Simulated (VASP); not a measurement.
# YSiF3 (P4/mbm) in VASP: notebook

YSiF3 is run at these levels: PBE; tasks: single point, relaxation of cell and atoms.

All numbers are computed with VASP 6.6.1; they aren't measurements. Logs are shortened: lines on timing, memory, paths and dates and some standing lists are left out, and cuts for length are marked.

### Step 1. The cell of the first run

It takes space group P4/mbm (No. 127, tetragonal). Conventional cell: a = 5.548 Å, b = 5.548 Å, c = 3.923 Å, α = 90.00°, β = 90.00°, γ = 90.00°. Y (site symmetry mmm) has 12 F at 2.65 to 2.90 Å and 8 Si at 3.40 Å within 3.5 Å. Si (site symmetry 4/m) has 6 F at 1.96 to 1.97 Å within 2.6 Å. Within 3.0 Å of F (site symmetry m2m) lie 2 Si at 1.97 Å and 4 Y at 2.65 to 2.90 Å and 8 F at 2.78 Å. Within 2.6 Å of F (site symmetry 4/m) lie 2 Si at 1.96 Å.

### Step 2. Single point, PBE, collinear spin

File INCAR:

```
SYSTEM = YSiF3
PREC = Accurate
ENCUT = 520
EDIFF = 1E-6
ISMEAR = 0
SIGMA = 0.1
LREAL = .False.
LASPH = .True.
NELM = 150
ALGO = Normal
ISIF = 2
LWAVE = .False.
LCHARG = .False.
ISPIN = 2
MAGMOM = 0 0 0 0 1 1 1 1 1 1
LORBIT = 11
LMAXMIX = 4
GGA = PE
NBANDS = 51
```

File KPOINTS:

```
regular mesh
0
Gamma
  4 4 4
  0 0 0
```

File POSCAR:

```
YSiF3
1.0
    5.5475094100      0.0000000000      0.0000000000
    0.0000000000      5.5475094100      0.0000000000
    0.0000000000      0.0000000000      3.9226815200
Y Si F
2 2 6
Direct
    0.0000000000      0.5000000000      0.5000000000
    0.5000000000      0.0000000000      0.5000000000
    0.5000000000      0.5000000000      0.0000000000
    0.0000000000      0.0000000000      0.0000000000
    0.7723125400      0.2723125400      0.0000000000
    0.7276874600      0.7723125400      0.0000000000
    0.5000000000      0.5000000000      0.5000000000
    0.2276874600      0.7276874600      0.0000000000
    0.2723125400      0.2276874600      0.0000000000
    0.0000000000      0.0000000000      0.5000000000
```

Potentials or basis: VASP PAW PBE potentials, release 64 (Y_sv, Si, F).

Command:

```bash
$ cat potpaw_PBE.64/Y_sv/POTCAR potpaw_PBE.64/Si/POTCAR potpaw_PBE.64/F/POTCAR > POTCAR
$ mpirun -np 1 vasp_std > vasp.out
```

OUTCAR:

```text
SYSTEM = YSiF3
   PREC = Accurate
   ENCUT = 520
   EDIFF = 1E-6
   ISMEAR = 0
   LREAL = .False.
   LASPH = .True.
   NELM = 150
   ISIF = 2
   ISPIN = 2
   LORBIT = 11
   GGA = PE

 ion  position               nearest neighbor table
   1  0.000  0.500  0.500-   5 2.65   8 2.65   5 2.65   8 2.65   7 2.77  10 2.77  10 2.77   7 2.77
                             6 2.90   9 2.90   9 2.90   6 2.90   3 3.40   4 3.40   4 3.40   3 3.40
   2  0.500  0.000  0.500-   6 2.65   9 2.65   6 2.65   9 2.65   7 2.77  10 2.77   7 2.77  10 2.77
                             8 2.90   8 2.90   5 2.90   5 2.90   3 3.40   4 3.40   3 3.40   3 3.40
   3  0.500  0.500  0.000-   7 1.96   7 1.96   5 1.97   8 1.97   9 1.97   6 1.97   1 3.40   1 3.40
                             2 3.40   2 3.40   2 3.40   2 3.40   1 3.40   1 3.40
   4  0.000  0.000  0.000-  10 1.96  10 1.96   8 1.97   9 1.97   5 1.97   6 1.97   1 3.40   1 3.40
                             2 3.40   2 3.40   1 3.40   1 3.40   2 3.40   2 3.40
   5  0.772  0.272  0.000-   3 1.97   4 1.97   1 2.65   1 2.65   2 2.90   2 2.90
   6  0.728  0.772  0.000-   3 1.97   4 1.97   2 2.65   2 2.65   1 2.90   1 2.90
   7  0.500  0.500  0.500-   3 1.96   3 1.96   1 2.77   2 2.77   2 2.77   1 2.77
   8  0.228  0.728  0.000-   3 1.97   4 1.97   1 2.65   1 2.65   2 2.90   2 2.90
   9  0.272  0.228  0.000-   3 1.97   4 1.97   2 2.65   2 2.65   1 2.90   1 2.90
  10  0.000  0.000  0.500-   4 1.96   4 1.96   1 2.77   2 2.77   1 2.77   2 2.77

  LATTYP: Found a simple tetragonal cell.
 ALAT       =     5.5475094100
 C/A-ratio  =     0.7071067807

  Lattice vectors:

 A1 = (   5.5475094100,   0.0000000000,   0.0000000000)
 A2 = (   0.0000000000,   5.5475094100,   0.0000000000)
 A3 = (   0.0000000000,   0.0000000000,   3.9226815200)

Analysis of symmetry for initial positions (statically):
=====================================================================
 Subroutine PRICEL returns:
 Original cell was already a primitive cell.

 Routine SETGRP: Setting up the symmetry group for a
 simple tetragonal supercell.

 Subroutine GETGRP returns: Found 16 space group operations
 (whereof  8 operations were pure point group operations)
 out of a pool of 16 trial point group operations.

The static configuration has the point symmetry C_4h.
 The point group associated with its full space group is D_4h.

Analysis of symmetry for dynamics (positions and initial velocities):
=====================================================================
 Subroutine PRICEL returns:
 Original cell was already a primitive cell.

 Routine SETGRP: Setting up the symmetry group for a
 simple tetragonal supercell.

 Subroutine GETGRP returns: Found 16 space group operations
 (whereof  8 operations were pure point group operations)
 out of a pool of 16 trial point group operations.

The dynamic configuration has the point symmetry C_4h.
 The point group associated with its full space group is D_4h.

Analysis of structural, dynamic, and magnetic symmetry:
=====================================================================
 Subroutine PRICEL returns:
 Original cell was already a primitive cell.

 Routine SETGRP: Setting up the symmetry group for a
 simple tetragonal supercell.

 Subroutine GETGRP returns: Found 16 space group operations
 (whereof  8 operations were pure point group operations)
 out of a pool of 16 trial point group operations.

The overall configuration has the point symmetry C_4h.
 The point group associated with its full space group is D_4h.

 Subroutine INISYM returns: Found 16 space group operations
 (whereof  8 operations are pure point group operations),
 and found     1 'primitive' translations

----------------------------------------------------------------------------------------

                                     Primitive cell

  volume of cell :     120.7200

  direct lattice vectors                    reciprocal lattice vectors
     5.547509410  0.000000000  0.000000000     0.180261073  0.000000000  0.000000000
     0.000000000  5.547509410  0.000000000     0.000000000  0.180261073  0.000000000
     0.000000000  0.000000000  3.922681520     0.000000000  0.000000000  0.254927655

  length of vectors
[... 82 lines left out ...]
   PREC   = accura    normal or accurate (medium, high low for compatibility)
   ISTART =      0    job   : 0-new  1-cont  2-samecut
   ICHARG =      2    charge: 1-file 2-atom 10-const
   ISPIN  =      2    spin polarized calculation?
   LNONCOLLINEAR =      F non collinear calculations
   LSORBIT =      F    spin-orbit coupling
   LASPH  =      T    aspherical Exc in radial PAW
   ENCUT  =  520.0 eV  38.22 Ry    6.18 a.u.  10.31 10.31  7.29*2*pi/ulx,y,z
   NELM   =    150;   NELMIN=  2; NELMDL= -5     # of ELM steps
   EDIFF  = 0.1E-05   stopping-criterion for ELM
   LREAL  =      F    real-space projection
[... 7 lines left out ...]
   TEBEG  =    0.0;   TEEND  =   0.0 temperature during run
[... 18 lines left out ...]
   IVDW    =     0    specifies the selected vdW correction
   LEPSILON=     F    determine dielectric tensor
   LRPA    =     F    only Hartree local field effects (RPA)
 spin polarized calculation
 Gauss-broadening in eV      SIGMA  =   0.10
  energy-cutoff  :      520.00
  volume of cell :      120.72
 maximum number of plane-waves:      3275
 NGX is ok and might be reduce to    42
   NGX = 21   NGY = 21   NGZ = 15

 number of electron      71.9999952 magnetization       2.0813101

 Free energy of the ion-electron system (eV)
  ---------------------------------------------------
  ext. energy  EPLUGINS =         0.00000000
  ---------------------------------------------------
  free energy    TOTEN  =       -45.62552739 eV

  energy without entropy =      -45.59923577  energy(sigma->0) =      -45.61238158

 E-fermi :   8.7807     XC(G=0): -11.0225

 val. band max:        8.7751421514   @ k =   0.5000   0.0000   0.5000
 cond. band min:       8.7922927249   @ k =   0.5000   0.2500   0.5000
 fundamental gap:      0.0171505735
 Fermi energy:         8.7807234047

 spin component 1

 k-point     1 :       0.0000    0.0000    0.0000
  band No.  band energies     occupation
      1     -35.8462      1.00000
      2     -35.8275      1.00000
      3     -20.4446      1.00000
      4     -19.8255      1.00000
      5     -19.8255      1.00000
      6     -19.7730      1.00000
[... 907 lines left out ...]
     47      11.1665      0.00000
     48      11.1665      0.00000
 Fermi energy:         8.7807234047

 spin component 2

 k-point     1 :       0.0000    0.0000    0.0000
  band No.  band energies     occupation
      1     -35.5365      1.00000
      2     -35.5192      1.00000
      3     -20.3848      1.00000
      4     -19.7628      1.00000
      5     -19.7628      1.00000
      6     -19.7066      1.00000
[... 907 lines left out ...]
     47      11.9454      0.00000
     48      11.9454      0.00000
 [bands above 48 left out]

------------------------ aborting loop because EDIFF is reached ----------------------------------------

  FORCE on cell =-STRESS in cart. coord.  units (eV):
  Direction    XX          YY          ZZ          XY          YZ          ZX
  --------------------------------------------------------------------------------------
  -------------------------------------------------------------------------------------
  Total       25.5800066     25.5800066     26.4459489      0.0000000      0.0000000     -0.0000000
  in kB      339.4939901    339.4939901    350.9866450      0.0000000      0.0000000     -0.0000000
  external PRESSURE =     343.3248750 kB  Pullay stress =       0.0000000 kB

 VOLUME and BASIS-vectors are now :
 -----------------------------------------------------------------------------
  energy-cutoff  :      520.00
  volume of cell :      120.72
      direct lattice vectors                 reciprocal lattice vectors
     5.547509410  0.000000000  0.000000000     0.180261073  0.000000000  0.000000000
     0.000000000  5.547509410  0.000000000     0.000000000  0.180261073  0.000000000
     0.000000000  0.000000000  3.922681520     0.000000000  0.000000000  0.254927655

 POSITION                                       TOTAL-FORCE (eV/Angst)
 -----------------------------------------------------------------------------------
      0.00000      2.77375      1.96134         0.000000      0.000000     -0.000000
      2.77375      0.00000      1.96134         0.000000      0.000000     -0.000000
      2.77375      2.77375      0.00000         0.000000      0.000000     -0.000000
      0.00000      0.00000      0.00000         0.000000      0.000000     -0.000000
      4.28441      1.51066      0.00000         0.318513      0.318513      0.000000
      4.03685      4.28441      0.00000        -0.318513      0.318513     -0.000000
      2.77375      2.77375      1.96134         0.000000      0.000000     -0.000000
      1.26310      4.03685      0.00000        -0.318513     -0.318513     -0.000000
      1.51066      1.26310      0.00000         0.318513     -0.318513      0.000000
      0.00000      0.00000      1.96134         0.000000      0.000000     -0.000000
 -----------------------------------------------------------------------------------
    total drift:                                0.000000     -0.000000     -0.000000

  FREE ENERGIE OF THE ION-ELECTRON SYSTEM (eV)
  ---------------------------------------------------
  free  energy   TOTEN  =       -45.6255273867 eV

  energy  without entropy=      -45.5992357654  energy(sigma->0) =      -45.61238158

 total charge

# of ion       s       p       d       f       tot
--------------------------------------------------
    1        2.114   6.095   1.204   0.028   9.442
    2        2.114   6.095   1.204   0.028   9.442
    3        0.996   0.571   0.000   0.000   1.568
    4        0.996   0.571   0.000   0.000   1.568
    5        1.791   4.317   0.000   0.000   6.108
    6        1.791   4.317   0.000   0.000   6.108
    7        1.790   4.319   0.000   0.000   6.109
    8        1.791   4.317   0.000   0.000   6.108
    9        1.791   4.317   0.000   0.000   6.108
   10        1.790   4.319   0.000   0.000   6.109
--------------------------------------------------
tot         16.965  39.238   2.408   0.056  58.668

 magnetization (x)

# of ion       s       p       d       f       tot
--------------------------------------------------
    1        0.046   0.034   0.558   0.003   0.642
    2        0.046   0.034   0.558   0.003   0.642
    3       -0.005   0.011   0.000   0.000   0.007
    4       -0.005   0.011   0.000   0.000   0.007
    5        0.007   0.018   0.000   0.000   0.024
    6        0.007   0.018   0.000   0.000   0.024
    7        0.009   0.023   0.000   0.000   0.031
    8        0.007   0.018   0.000   0.000   0.024
    9        0.007   0.018   0.000   0.000   0.024
   10        0.009   0.023   0.000   0.000   0.031
--------------------------------------------------
tot          0.126   0.208   1.117   0.007   1.457
```

Wall time 4.8 min (1 thread of Oxide Virtual Turin-like, shared host); peak memory 0.33 GiB.

What came out:

| Property | Result |
| --- | --- |
| Free energy | -45.6255 eV |
| Pressure | 34.3 GPa |
| Largest force | 0.450 eV/Å |
| Net moment | 2.08 μB per cell |
| Site moments | Y +0.64; Si +0.01; F +0.02, +0.03 (each value once) μB |
| Valence electrons inside the program's atomic spheres | Y 9.44; Si 1.57; F 6.11 |

Forces in eV/Å, atoms in the order of the input:
```
Y    0.000  0.000  0.000
Y    0.000  0.000  0.000
Si   0.000  0.000  0.000
Si   0.000  0.000  0.000
F    0.319  0.319  0.000
F   -0.319  0.319  0.000
F    0.000  0.000  0.000
F   -0.319 -0.319  0.000
F    0.319 -0.319  0.000
F    0.000  0.000  0.000
```

Levels at points of the mesh, in eV from the Fermi level:
Spin up:
```tsv
k point	band 35	band 36	band 37	band 38	band 39	band 40
(0.00, 0.00, 0.00)	-1.49	-1.27	-0.47	0.51	0.54	0.54
(0.50, 0.00, 0.00)	-0.53	-0.53	-0.21	-0.21	0.77	0.77
(0.50, 0.50, 0.00)	-0.78	-0.78	-0.33	-0.33	0.95	0.95
(0.00, 0.00, 0.50)	-1.39	-1.37	-0.87	-0.61	1.05	1.18
(0.50, 0.00, 0.50)	-0.39	-0.39	0.07	0.07	0.48	0.48
(0.50, 0.50, 0.50)	0.21	0.21	0.80	0.80	0.94	0.94
```
Spin down:
| k point | band 32 | band 33 | band 34 | band 35 | band 36 | band 37 | band 38 | band 39 |
| --- | --- | --- | --- | --- | --- | --- | --- | --- |
| (0.00, 0.00, 0.00) | -8.82 | -6.06 | -1.17 | -0.58 | -0.53 | 0.27 | 0.91 | 0.91 |
| (0.50, 0.00, 0.00) | -9.01 | -3.70 | -3.70 | 0.25 | 0.25 | 0.80 | 0.80 | 1.23 |
| (0.50, 0.50, 0.00) | -9.26 | -3.09 | -3.09 | -0.10 | -0.10 | 0.54 | 0.54 | 1.35 |
| (0.00, 0.00, 0.50) | -8.56 | -3.02 | -1.15 | -1.15 | -1.11 | -0.11 | 0.50 | 1.09 |
| (0.50, 0.00, 0.50) | -8.82 | -1.89 | -1.89 | -0.01 | -0.01 | 0.38 | 0.38 | 1.53 |
| (0.50, 0.50, 0.50) | -8.61 | -1.14 | -1.14 | 1.06 | 1.06 | 1.15 | 1.15 | 1.18 |

Caveat: the k points lie up to 0.40 Å⁻¹ apart.

### Step 3. Single point, PBE

This run uses another cell than the first one, of 23.69 Å³/atom.

File INCAR:

```
SYSTEM = YSiF3
  ALGO = Fast
  EDIFF = 1E-7
  ENCUT = 520
  GGA = PE
  ISIF = 2
  ISMEAR = 0
  LASPH = .TRUE.
  LCHARG = .FALSE.
  LREAL = .FALSE.
  LWAVE = .FALSE.
  NBANDS = 47
  NELM = 100
  PREC = Accurate
  SIGMA = 0.1
```

File KPOINTS:

```
k-points
0
G
  6 6 10
  0 0 0
```

File POSCAR:

```
YSiF3
1.0
    7.9849332057      0.0000000000      0.0000000000
    0.0000000000      7.9849332057      0.0000000000
    0.0000000000      0.0000000000      3.7160857336
Y Si F
2 2 6
Direct
    0.0000000000      0.5000000000      0.5000000000
    0.5000000000      0.0000000000      0.5000000000
    0.5000000000      0.5000000000      0.0000000000
    0.0000000000      0.0000000000      0.0000000000
    0.8896486241      0.3896486241      0.0000000000
    0.6103513759      0.8896486241      0.0000000000
    0.5000000000      0.5000000000      0.5000000000
    0.1103513759      0.6103513759      0.0000000000
    0.3896486241      0.1103513759      0.0000000000
    0.0000000000      0.0000000000      0.5000000000
```

Potentials or basis: VASP PAW PBE potentials, release 64 (Y_sv, Si, F).

Command:

```bash
$ cat potpaw_PBE.64/Y_sv/POTCAR potpaw_PBE.64/Si/POTCAR potpaw_PBE.64/F/POTCAR > POTCAR
$ mpirun -np 1 vasp_std > vasp.out
```

Run time: 47 min. Hardware: 1 thread of Oxide Virtual Turin-like, shared host; peak memory 0.68 GiB.

The run converged. Its results:

```yaml
Free_energy: -54.0271 eV
Pressure: 0.0 GPa
Largest_force: 0.011 eV/Å
Band_gap_on_the_k_mesh: zero (bands 36 and 37 overlap by 0.13 eV)
```

Forces on the atoms (eV/Å):
```
Y    0.000  0.000  0.000
Y    0.000  0.000  0.000
Si   0.000  0.000  0.000
Si   0.000  0.000  0.000
F   -0.008 -0.008  0.000
F    0.008 -0.008  0.000
F    0.000  0.000  0.000
F    0.008  0.008  0.000
F   -0.008  0.008  0.000
F    0.000  0.000  0.000
```

Stress tensor (GPa, compression positive):
```
-0.13  0.00  0.00
 0.00 -0.13  0.00
 0.00  0.00  0.21
```

Levels at points of the mesh, in eV from the Fermi level:
| k point | band 32 | band 33 | band 34 | band 35 | band 36 | band 37 | band 38 | band 39 | band 40 | band 41 |
| --- | --- | --- | --- | --- | --- | --- | --- | --- | --- | --- |
| (0.00, 0.00, 0.00) | -5.85 | -5.72 | -5.11 | -0.16 | -0.13 | 0.17 | 0.17 | 0.82 | 0.82 | 1.51 |
| (0.50, 0.00, 0.00) | -5.94 | -5.28 | -5.28 | -0.59 | -0.59 | 0.34 | 0.34 | 1.14 | 1.14 | 1.53 |
| (0.50, 0.50, 0.00) | -5.99 | -5.23 | -5.23 | -0.97 | -0.97 | 0.74 | 0.74 | 1.32 | 1.32 | 1.86 |
| (0.00, 0.00, 0.50) | -6.03 | -2.50 | -2.20 | -0.17 | -0.17 | -0.05 | 0.21 | 0.21 | 0.62 | 0.82 |
| (0.50, 0.00, 0.50) | -6.03 | -2.34 | -2.34 | -0.03 | -0.03 | 0.03 | 0.03 | 0.41 | 0.41 | 0.95 |
| (0.50, 0.50, 0.50) | -6.02 | -2.32 | -2.32 | -0.30 | -0.30 | 0.30 | 0.30 | 0.58 | 0.58 | 1.03 |

### Step 4. Relaxation of cell and atoms, PBE

This run uses another cell than the first one, of 23.22 Å³/atom.

File INCAR:

```
SYSTEM = YSiF3
ALGO = Fast
EDIFF = 1E-7
EDIFFG = -0.01
ENCUT = 600
GGA = PE
IBRION = 2
ISIF = 3
ISMEAR = 0
KPAR = 4
LASPH = .True.
LCHARG = .False.
LREAL = .False.
LWAVE = .False.
NELM = 80
NSW = 100
PREC = Accurate
SIGMA = 0.1
```

File KPOINTS:

```
k-points
0
Gamma
  6 6 10
  0 0 0
```

File POSCAR:

```
YSiF3
1.0
    7.9000988633      0.0000000000      0.0000000000
    0.0000000000      7.9000988633      0.0000000000
    0.0000000000      0.0000000000      3.7210885197
Y Si F
2 2 6
Direct
    0.0000000000      0.5000000000      0.5000000000
    0.5000000000      0.0000000000      0.5000000000
    0.5000000000      0.5000000000      0.0000000000
    0.0000000000      0.0000000000      0.0000000000
    0.8886070399      0.3886070399      0.0000000000
    0.6113929601      0.8886070399      0.0000000000
    0.5000000000      0.5000000000      0.5000000000
    0.1113929601      0.6113929601      0.0000000000
    0.3886070399      0.1113929601      0.0000000000
    0.0000000000      0.0000000000      0.5000000000
```

Command:

```bash
$ cat potpaw_PBE.64/Y_sv/POTCAR potpaw_PBE.64/Si/POTCAR potpaw_PBE.64/F/POTCAR > POTCAR
$ mpirun -np 4 vasp_std > vasp.out
```

It took 30 min on 4 MPI ranks of Oxide Virtual Turin-like, shared host; peak memory 0.81 GiB.

Results (log left out):

```yaml
Free_energy: -54.0371 eV
Relaxed_volume: 23.24 Å³/atom
Relaxed_cell: a = 7.900 Å, b = 7.900 Å, c = 3.723 Å, α = 90.00°, β = 90.00°, γ = 90.00°
Space_group_after_relaxing_to_0.1_Å: P4/mbm (No. 127)
Energy_gained_by_relaxing: 0.0 meV/atom
Ionic_steps: 3
Pressure_after_relaxing: 0.0 GPa
Band_gap_on_the_k_mesh: zero (bands 36 and 37 overlap by 0.17 eV)
```

Forces on the atoms (eV/Å):
```
Y    0.000  0.000  0.000
Y    0.000  0.000  0.000
Si   0.000  0.000  0.000
Si   0.000  0.000  0.000
F   -0.002 -0.002  0.000
F    0.002 -0.002  0.000
F    0.000  0.000  0.000
F    0.002  0.002  0.000
F   -0.002  0.002  0.000
F    0.000  0.000  0.000
```

Final structure:
```
Y Si F
1.0
     7.90010    0.00000    0.00000
     0.00000    7.90010    0.00000
     0.00000    0.00000    3.72339
Y Si F
2 2 6
Cartesian
  0.0000 3.9500 1.8617
  3.9500 0.0000 1.8617
  3.9500 3.9500 0.0000
  0.0000 0.0000 0.0000
  7.0198 3.0698 0.0000
  4.8303 7.0198 0.0000
  3.9500 3.9500 1.8617
  0.8803 4.8303 0.0000
  3.0698 0.8803 0.0000
  0.0000 0.0000 1.8617
```

Levels at points of the mesh, in eV from the Fermi level:
| k point | band 34 | band 35 | band 36 | band 37 | band 38 | band 39 |
| --- | --- | --- | --- | --- | --- | --- |
| (0.00, 0.00, 0.00) | -5.07 | -0.16 | -0.11 | 0.18 | 0.18 | 0.84 |
| (0.50, 0.00, 0.00) | -5.26 | -0.59 | -0.59 | 0.35 | 0.35 | 1.16 |
| (0.50, 0.50, 0.00) | -5.20 | -0.97 | -0.97 | 0.76 | 0.76 | 1.33 |
| (0.00, 0.00, 0.50) | -2.20 | -0.17 | -0.17 | -0.09 | 0.23 | 0.23 |
| (0.50, 0.00, 0.50) | -2.35 | -0.02 | -0.02 | 0.04 | 0.04 | 0.39 |
| (0.50, 0.50, 0.50) | -2.32 | -0.32 | -0.32 | 0.33 | 0.33 | 0.57 |

### Step 5. Overview

| task | spin | cell | k mesh | cutoff (eV) | gap on the mesh (eV) | pressure (GPa) | largest force (eV/Å) |
| --- | --- | --- | --- | --- | --- | --- | --- |
| single point | collinear | a = 5.548, b = 5.548, c = 3.923 Å, 10 atoms, atomic positions A | 4 × 4 × 4 | 520 | none | 34.3 | 0.45 |
| single point | off | a = 7.985, b = 7.985, c = 3.716 Å, 10 atoms, atomic positions B | 6 × 6 × 10 | 520 | none | 0.0 | 0.01 |
| relaxation of cell and atoms | off | relaxed from a = 7.900, b = 7.900, c = 3.721 Å, 10 atoms, atomic positions C | 6 × 6 × 10 | 600 | none | 0.0 | - |

Alike in all rows: level PBE; potentials or basis VASP PAW PBE potentials, release 64 (Y_sv, Si, F); smearing gaussian 0.1 eV.

Caveats: some runs use coarse meshes.

Total energies depend on the potentials used, so only differences within one code and one set of settings carry meaning.

The gap in the log of VASP goes by the Fermi energy; the results here count the filled bands.